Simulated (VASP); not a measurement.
Input of a VASP 6.6.1 run:

The input POSCAR:

```
Ga4PN3
1.0
    5.4801757719      0.0000000000      0.0171457454
    0.0000000000      3.3403303221      0.0000000000
    0.0182035729      0.0000000000      5.8295305235
N P Ga
3 1 4
Direct
   -0.0040966147      0.0000000000      0.3209619938
    0.0021812092      0.5000000000      0.8457348653
    0.4951295915      0.5000000000      0.1691675800
    0.5076027313      0.0000000000      0.6607887995
    0.3578796873      0.0000000000      0.3015382261
    0.3555234613      0.5000000000      0.8678204223
    0.8622227580      0.5000000000      0.1669397342
    0.9235571760      0.0000000000      0.6670483788
```

File INCAR.step1:

```
PREC = Accurate
ENCUT = 520
ISMEAR = -1
SIGMA = 0.02
LREAL = False
LASPH = True
NELM = 60
NBANDS = 46
GGA = PE
ALGO = Normal
EDIFF = 1E-4
LWAVE = True
LCHARG = False
```

INCAR.step2

```
PREC = Accurate
ENCUT = 520
EDIFF = 1E-6
ISMEAR = -1
SIGMA = 0.02
LREAL = False
LASPH = True
NELM = 60
ALGO = Normal
ISIF = 2
LWAVE = False
LCHARG = True
METAGGA = R2SCAN
LMIXTAU = True
LELF = True
LVHAR = True
NBANDS = 46
ISTART = 1
```

KPOINTS

```
Automatic mesh
0
Gamma
  4 8 4
```

Potentials or basis: VASP PAW PBE potentials, release 64 (N, P, Ga_d).

Run with:

```sh
$ cat potpaw_PBE.64/N/POTCAR potpaw_PBE.64/P/POTCAR potpaw_PBE.64/Ga_d/POTCAR > POTCAR
$ cp INCAR.step1 INCAR
$ mpirun -np 1 vasp_std > vasp.out
$ cp INCAR.step2 INCAR
$ mpirun -np 1 vasp_std > vasp.out
```

(1) Estimate the band gap on the k mesh.

(2) Predict the largest force.

(3) Predict the pressure.

Results:

(1) 0.12 eV (least direct gap 0.12 eV).

(2) 0.082 eV/Å.

(3) 0.6 GPa.

Caveat: the PAW data sets were made with another functional, which shifts forces and pressure a little.
